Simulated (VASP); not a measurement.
# BeZnF4: density of states with PBEsol

BeZnF4:

```
Be Zn F
1.0
     0.00000    4.01573    4.01573
     4.01573    0.00000    4.01573
     4.01573    4.01573    0.00000
Be Zn F
1 1 4
Direct
  0.75000 0.75000 0.75000
  0.50000 0.50000 0.50000
  0.08700 0.63767 0.63767
  0.63767 0.08700 0.63767
  0.63767 0.63767 0.08700
  0.63767 0.63767 0.63767
```

```json
{
  "Program": "VASP 6.6.1",
  "Task": "density of states",
  "Functional": "PBEsol",
  "Potentials or basis": "VASP PAW PBE potentials, release 64 (Be, Zn, F)",
  "Cutoff": "520 eV",
  "k mesh": "6 × 6 × 6",
  "Occupations": "gaussian, width 0.02 eV",
  "Spin": "no spin polarisation",
  "Dipole correction": "no",
  "k mesh for the DOS": "9 × 9 × 9",
  "Occupations for the DOS": "tetrahedron",
  "Further INCAR settings": "ALGO = Normal; EDIFF = 1e-07; NBANDS = 30"
}
```

```json
{
  "Valence electrons inside the program's atomic spheres": "Be 1.20; Zn 10.69; F 6.13"
}
```

Levels at points of the mesh, in eV from the valence-band top:
```tsv
k point	band 17	band 18	band 19	band 20	band 21	band 22	band 23	band 24	band 25	band 26
(0.00, 0.00, 0.00)	-0.24	-0.24	-0.06	-0.06	-0.06	5.89	10.40	11.73	11.73	11.73
```

It took 110 s on 1 thread of AMD EPYC 9R14 (Zen 4), with other jobs on the host, peak memory 0.28 GiB.
